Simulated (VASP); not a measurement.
# TaN (Fmm2) in VASP: single point with PBE

Aim: the single point of TaN with PBE.

All numbers are computed with VASP 6.6.1; they aren't measurements. Logs are shortened: lines on timing, memory, paths and dates and some standing lists are left out, and cuts for length are marked.

**1. The cell of the first run**

The structure is orthorhombic, space group Fmm2 (No. 42). Conventional cell: a = 4.365 Å, b = 4.519 Å, c = 4.365 Å, α = 90.00°, β = 90.00°, γ = 90.00°. Ta (site symmetry mm2) has 6 N at 2.09 to 2.28 Å within 2.8 Å. N (site symmetry mm2) has 6 Ta at 2.09 to 2.28 Å within 2.8 Å.

**2. Single point, PBE (atoms displaced along a vibrational mode, the cell strained)**

Contents of INCAR:

```
PREC = Accurate
ENCUT = 700
EDIFF = 1E-6
ISMEAR = 0
SIGMA = 0.15
LREAL = False
LASPH = True
NELM = 120
ALGO = Normal
ISIF = 2
LWAVE = False
LCHARG = False
GGA = PE
NBANDS = 16
GGA_COMPAT = False
```

Contents of KPOINTS:

```
Automatic mesh
0
Gamma
  18 18 18
```

Contents of POSCAR:

```
TaN
1.0
    0.0000000000      2.1823877491      2.2595612725
    2.1823877491      0.0000000000      2.2595612725
    2.1823877491      2.1823877491      0.0000000000
Ta N
1 1
Direct
    0.4984171920      0.5015828080      0.5015828080
    0.0204473300     -0.0204473300     -0.0204473300
```

Potentials or basis: VASP PAW PBE potentials, release 64 (Ta_sv_GW, N).

Run with:

```
$ cat potpaw_PBE.64/Ta_sv_GW/POTCAR potpaw_PBE.64/N/POTCAR > POTCAR
$ mpirun -np 1 vasp_std > vasp.out
```

OUTCAR:

```text
PREC = Accurate
   ENCUT = 700
   EDIFF = 1E-6
   ISMEAR = 0
   LREAL = False
   LASPH = True
   NELM = 120
   ISIF = 2
   GGA = PE

 ion  position               nearest neighbor table
   1  0.498  0.502  0.502-   2 2.09   2 2.18   2 2.18   2 2.26   2 2.26   2 2.28
   2  0.020  0.980  0.980-   1 2.09   1 2.18   1 2.18   1 2.26   1 2.26   1 2.28

  LATTYP: Found a body centered tetragonal cell.
 ALAT       =     3.0863623531
 C/A-ratio  =     1.4642229356

  Lattice vectors:

 A1 = (  -2.1823877491,   0.0000000000,   2.2595612725)
 A2 = (   2.1823877491,   0.0000000000,   2.2595612725)
 A3 = (   0.0000000000,   2.1823877491,  -2.2595612725)

Analysis of symmetry for initial positions (statically):
=====================================================================
 Subroutine PRICEL returns:
 Original cell was already a primitive cell.

 Routine SETGRP: Setting up the symmetry group for a
 body centered tetragonal supercell.

 Subroutine GETGRP returns: Found  4 space group operations
 (whereof  4 operations were pure point group operations)
 out of a pool of 16 trial point group operations.

The static configuration has the point symmetry C_2v.

Analysis of symmetry for dynamics (positions and initial velocities):
=====================================================================
 Subroutine PRICEL returns:
 Original cell was already a primitive cell.

 Routine SETGRP: Setting up the symmetry group for a
 body centered tetragonal supercell.

 Subroutine GETGRP returns: Found  4 space group operations
 (whereof  4 operations were pure point group operations)
 out of a pool of 16 trial point group operations.

The dynamic configuration has the point symmetry C_2v.

 Subroutine INISYM returns: Found  4 space group operations
 (whereof  4 operations are pure point group operations),
 and found     1 'primitive' translations

----------------------------------------------------------------------------------------

                                     Primitive cell

  volume of cell :      21.5238

  direct lattice vectors                    reciprocal lattice vectors
     0.000000000  2.182387749  2.259561273    -0.229106858  0.229106858  0.221281895
     2.182387749  0.000000000  2.259561273     0.229106858 -0.229106858  0.221281895
     2.182387749  2.182387749  0.000000000     0.229106858  0.229106858 -0.221281895

  length of vectors
     3.141406282  3.141406282  3.086362353     0.392358996  0.392358996  0.392358996

  position of ions in fractional coordinates (direct lattice)
     0.498417192  0.501582808  0.501582808
     0.020447330  0.979552670  0.979552670

  ion indices of the primitive-cell ions
   primitive index   ion index
                 1           1
                 2           2

----------------------------------------------------------------------------------------

 KPOINTS: Automatic mesh

Automatic generation of k-mesh.
 Grid dimensions read from file:
 generate k-points for:   18   18   18

 Generating k-lattice:

  Cartesian coordinates                     Fractional coordinates (reciprocal lattice)
    -0.012728159  0.012728159  0.012293439     0.055555556  0.000000000  0.000000000
     0.012728159 -0.012728159  0.012293439     0.000000000  0.055555556  0.000000000
     0.012728159  0.012728159 -0.012293439     0.000000000  0.000000000  0.055555556

  Length of vectors
     0.021797722  0.021797722  0.021797722

  Shift w.r.t. Gamma in fractional coordinates (k-lattice)
     0.000000000  0.000000000  0.000000000

 Subroutine IBZKPT returns following result:
 ===========================================

 Found    865 irreducible k-points:

 Following reciprocal coordinates:
            Coordinates               Weight
  0.000000  0.000000  0.000000      1.000000
  0.055556  0.000000  0.000000      8.000000
  0.111111  0.000000  0.000000      8.000000
  0.166667  0.000000  0.000000      8.000000
  0.222222  0.000000  0.000000      8.000000
  0.277778  0.000000  0.000000      8.000000
[... 16 lines left out ...]
 -0.277778  0.055556  0.000000      8.000000
 -0.222222  0.055556  0.000000      8.000000
 [... further k-points ...]
   k-points           NKPTS =    865   k-points in BZ     NKDIM =    865   number of bands    NBANDS=     16
   number of dos      NEDOS =    301   number of ions     NIONS =      2
   total plane-waves  NPLWV =  21952
   dimension x,y,z NGX =    28 NGY =   28 NGZ =   28
   dimension x,y,z NGXF=    56 NGYF=   56 NGZF=   56
   ions per type =               1   1
   NGX,Y,Z   is equivalent  to a cutoff of  14.82, 14.82, 15.08 a.u.
   NGXF,Y,Z  is equivalent  to a cutoff of  29.64, 29.64, 30.16 a.u.
 SYSTEM =  unknown system
   PREC   = accura    normal or accurate (medium, high low for compatibility)
   ISTART =      0    job   : 0-new  1-cont  2-samecut
   ICHARG =      2    charge: 1-file 2-atom 10-const
   ISPIN  =      1    spin polarized calculation?
   LNONCOLLINEAR =      F non collinear calculations
   LSORBIT =      F    spin-orbit coupling
   LASPH  =      T    aspherical Exc in radial PAW
   ENCUT  =  700.0 eV  51.45 Ry    7.17 a.u.   6.78  6.78  6.66*2*pi/ulx,y,z
   NELM   =    120;   NELMIN=  2; NELMDL= -5     # of ELM steps
   EDIFF  = 0.1E-05   stopping-criterion for ELM
   LREAL  =      F    real-space projection
   EDIFFG = 0.1E-04   stopping-criterion for IOM
   NSW    =      0    number of steps for IOM
   IBRION =     -1    ionic relax: 0-MD 1-quasi-New 2-CG
   NFREE  =      0    steps in history (QN), initial steepest desc. (CG)
   ISIF   =      2    stress and relaxation
   ISYM   =      2    0-nonsym 1-usesym 2-fastsym
   POTIM  = 0.5000    time-step for ionic-motion
   TEBEG  =    0.0;   TEEND  =   0.0 temperature during run
   PSTRESS=    0.0 pullay stress
   NELECT =      18.0000    total number of electrons
   NUPDOWN=      -1.0000    fix difference up-down
   EMIN   =  10.00;   EMAX   =-10.00  energy-range for DOS
   EFERMI =   0.00;   METHOD = LEGACY
   ISMEAR =     0;   SIGMA  =   0.15  broadening in eV -4-tet -1-fermi 0-gaus
   EFERMI_NEDOS =   21; number of points for ismear=-14 and -15
   IALGO  =     38    algorithm
   IMIX   =      4    mixing-type and parameters
     AMIX     =   0.40;   BMIX     =  1.00
     AMIX_MAG =   1.60;   BMIX_MAG =  1.00
  volume/ion in A,a.u.               =      10.76        72.62
  Fermi-wavevector in a.u.,A,eV,Ry     =   1.542386  2.914687 32.367633  2.378954
  Thomas-Fermi vector in A             =   2.648198
   LORBIT       =      0    0 simple, 1 ext, 2 COOP (PROOUT), +10 PAW based schemes
   GGA     = PE    functional components
   LHFCALC =     F    Hartree Fock is set to
   AEXX    =    0.0000 exact exchange contribution
   IVDW    =     0    specifies the selected vdW correction
   LEPSILON=     F    determine dielectric tensor
   LRPA    =     F    only Hartree local field effects (RPA)
 non-spin polarized calculation
 Gauss-broadening in eV      SIGMA  =   0.15
  energy-cutoff  :      700.00
  volume of cell :       21.52
 maximum number of plane-waves:       919
   NGX = 13   NGY = 13   NGZ = 13

 number of electron      18.0000001 magnetization

 Free energy of the ion-electron system (eV)
  ---------------------------------------------------
  ext. energy  EPLUGINS =         0.00000000
  ---------------------------------------------------
  free energy    TOTEN  =       -24.29428604 eV

  energy without entropy =      -24.28435125  energy(sigma->0) =      -24.28931865

 E-fermi :  13.6081     XC(G=0): -13.7036

 val. band max:       13.6050202486   @ k =   0.1667   0.0556  -0.1667
 cond. band min:      13.6098965594   @ k =   0.0556   0.0000   0.0000
 fundamental gap:      0.0048763108
 Fermi energy:        13.6081248672

 k-point     1 :       0.0000    0.0000    0.0000
  band No.  band energies     occupation
      1     -55.9420      2.00000
      2     -22.1437      2.00000
      3     -22.1314      2.00000
      4     -22.1197      2.00000
      5      -5.1328      2.00000
      6       9.5410      2.00000
[... 8 lines left out ...]
     15      22.7806      0.00000
     16      36.8967      0.00000

 k-point     2 :       0.0556    0.0000    0.0000
  band No.  band energies     occupation
      1     -55.9404      2.00000
      2     -22.1615      2.00000
      3     -22.1398      2.00000
      4     -22.1250      2.00000
      5      -5.0598      2.00000
      6       9.0933      2.00000
[... 8 lines left out ...]
     15      23.0086      0.00000
     16      35.8839      0.00000

 k-point     3 :       0.1111    0.0000    0.0000
  band No.  band energies     occupation
      1     -55.9358      2.00000
      2     -22.2348      2.00000
      3     -22.1503      2.00000
      4     -22.1312      2.00000
      5      -4.8469      2.00000
      6       8.2981      2.00000
[... 8 lines left out ...]
     15      23.6512      0.00000
     16      34.0114      0.00000

 k-point     4 :       0.1667    0.0000    0.0000
  band No.  band energies     occupation
      1     -55.9288      2.00000
      2     -22.3487      2.00000
      3     -22.1641      2.00000
      4     -22.1394      2.00000
      5      -4.5123      2.00000
      6       7.3760      2.00000
[... 8 lines left out ...]
     15      24.5729      0.00000
     16      32.1657      0.00000

 k-point     5 :       0.2222    0.0000    0.0000
  band No.  band energies     occupation
      1     -55.9201      2.00000
      2     -22.4856      2.00000
      3     -22.1808      2.00000
      4     -22.1490      2.00000
      5      -4.0839      2.00000
      6       6.4214      2.00000
[... 8 lines left out ...]
     15      25.4631      0.00000
     16      30.7607      0.00000

 k-point     6 :       0.2778    0.0000    0.0000
  band No.  band energies     occupation
      1     -55.9109      2.00000
      2     -22.6277      2.00000
      3     -22.1984      2.00000
      4     -22.1592      2.00000
      5      -3.5981      2.00000
      6       5.5018      2.00000
[... 8 lines left out ...]
     15      25.7375      0.00000
     16      29.9336      0.00000

 k-point     7 :       0.3333    0.0000    0.0000
  band No.  band energies     occupation
      1     -55.9022      2.00000
      2     -22.7581      2.00000
      3     -22.2148      2.00000
      4     -22.1686      2.00000
      5      -3.1004      2.00000
      6       4.6727      2.00000
[... 8 lines left out ...]
     15      25.3619      0.00000
     16      28.3758      0.00000

 k-point     8 :       0.3889    0.0000    0.0000
  band No.  band energies     occupation
      1     -55.8951      2.00000
      2     -22.8622      2.00000
      3     -22.2281      2.00000
      4     -22.1763      2.00000
      5      -2.6497      2.00000
      6       3.9911      2.00000
[... 8 lines left out ...]
     15      25.0452      0.00000
     16      26.9524      0.00000

 k-point     9 :       0.4444    0.0000    0.0000
  band No.  band energies     occupation
      1     -55.8905      2.00000
      2     -22.9291      2.00000
      3     -22.2368      2.00000
      4     -22.1813      2.00000
      5      -2.3223      2.00000
      6       3.5284      2.00000
[... 8 lines left out ...]
     15      25.0032      0.00000
     16      25.9407      0.00000
[... 172 lines left out ...]
 k-point    19 :       0.5000    0.0556    0.0000
  band No.  band energies     occupation
      1     -55.8885      2.00000
      2     -22.9394      2.00000
      3     -22.2540      2.00000
      4     -22.1887      2.00000
      5      -2.2630      2.00000
      6       3.4711      2.00000
[... 8 lines left out ...]
     15      24.7240      0.00000
     16      25.7749      0.00000

 k-point    20 :      -0.4444    0.0556    0.0000
  band No.  band energies     occupation
      1     -55.8889      2.00000
      2     -22.9350      2.00000
      3     -22.2574      2.00000
      4     -22.1831      2.00000
      5      -2.2776      2.00000
      6       3.5003      2.00000
[... 8 lines left out ...]
     15      24.9343      0.00000
     16      25.6812      0.00000

 k-point    21 :      -0.3889    0.0556    0.0000
  band No.  band energies     occupation
      1     -55.8923      2.00000
      2     -22.8865      2.00000
      3     -22.2541      2.00000
      4     -22.1745      2.00000
      5      -2.5116      2.00000
      6       3.8321      2.00000
[... 8 lines left out ...]
     15      25.0833      0.00000
     16      26.2326      0.00000

 k-point    22 :      -0.3333    0.0556    0.0000
  band No.  band energies     occupation
      1     -55.8985      2.00000
      2     -22.7986      2.00000
      3     -22.2447      2.00000
      4     -22.1639      2.00000
      5      -2.9015      2.00000
      6       4.4074      2.00000
[... 8 lines left out ...]
     15      25.3264      0.00000
     16      27.3120      0.00000

 k-point    23 :      -0.2778    0.0556    0.0000
  band No.  band energies     occupation
      1     -55.9065      2.00000
      2     -22.6806      2.00000
      3     -22.2301      2.00000
      4     -22.1525      2.00000
      5      -3.3702      2.00000
      6       5.1537      2.00000
[... 8 lines left out ...]
     15      25.7463      0.00000
     16      28.6463      0.00000

 k-point    24 :      -0.2222    0.0556    0.0000
  band No.  band energies     occupation
      1     -55.9155      2.00000
      2     -22.5450      2.00000
      3     -22.2122      2.00000
      4     -22.1418      2.00000
      5      -3.8530      2.00000
      6       6.0079      2.00000
[... 8 lines left out ...]
     15      25.7815      0.00000
     16      29.9921      0.00000

 [... further k-points ...]

------------------------ aborting loop because EDIFF is reached ----------------------------------------

  FORCE on cell =-STRESS in cart. coord.  units (eV):
  Direction    XX          YY          ZZ          XY          YZ          ZX
  --------------------------------------------------------------------------------------
  -------------------------------------------------------------------------------------
  Total        1.5932148      0.9974787     -1.4204116      0.0000000      0.0000000      0.0000000
  in kB      118.5951594     74.2499634   -105.7320968      0.0000000      0.0000000      0.0000000
  external PRESSURE =      29.0376753 kB  Pullay stress =       0.0000000 kB

 VOLUME and BASIS-vectors are now :
 -----------------------------------------------------------------------------
  energy-cutoff  :      700.00
  volume of cell :       21.52
      direct lattice vectors                 reciprocal lattice vectors
     0.000000000  2.182387749  2.259561273    -0.229106858  0.229106858  0.221281895
     2.182387749  0.000000000  2.259561273     0.229106858 -0.229106858  0.221281895
     2.182387749  2.182387749  0.000000000     0.229106858  0.229106858 -0.221281895

 POSITION                                       TOTAL-FORCE (eV/Angst)
 -----------------------------------------------------------------------------------
      2.18930      2.18239      2.25956        -0.913615      0.000000      0.000000
      4.27553      2.18239      2.25956         0.913615      0.000000      0.000000
 -----------------------------------------------------------------------------------
    total drift:                               -0.000043      0.000000      0.000000

  FREE ENERGIE OF THE ION-ELECTRON SYSTEM (eV)
  ---------------------------------------------------
  free  energy   TOTEN  =       -24.2942860447 eV

  energy  without entropy=      -24.2843512535  energy(sigma->0) =      -24.28931865
```

Wall time 3.6 min (1 thread of Intel Xeon Platinum 8488C (Sapphire Rapids), shared host); peak memory 0.59 GiB.

Results:

```
Free energy            : -24.2943 eV
Pressure               : 2.9 GPa
Largest force          : 0.914 eV/Å
Band gap on the k mesh : zero (bands 9 and 10 overlap by 3.64 eV)
```

Forces in eV/Å, atoms in the order of the input:
```
Ta  -0.914  0.000  0.000
N    0.914  0.000  0.000
```

Levels at points of the mesh, in eV from the Fermi level:
```
           k point  band 5  band 6  band 7  band 8  band 9  band 10  band 11  band 12  band 13  band 14
(0.00, 0.00, 0.00)  -18.74   -4.07   -4.04   -3.94   -1.98    -1.89    -1.68    -0.32     0.56     1.66
(0.50, 0.00, 0.00)  -15.81  -10.25   -7.49   -7.46    1.75     1.91     2.10     3.71     6.85     7.88
(0.50, 0.50, 0.00)  -17.53   -6.83   -5.77   -4.53   -4.00     2.19     3.49     3.50     4.31     6.58
(0.50, 0.00, 0.50)  -17.49   -6.49   -5.83   -4.63   -4.21     2.11     3.27     3.75     4.48     6.81
(0.00, 0.50, 0.50)  -17.49   -6.45   -5.37   -4.71   -4.60     2.06     3.27     3.74     4.43     6.37
```

Caveat: the cell differs from its parent crystal (atoms displaced along a vibrational mode, the cell strained); the stress differs along the axes, from -11 to 12 GPa; spin-orbit coupling is left out, which moves the levels of the heavy elements.
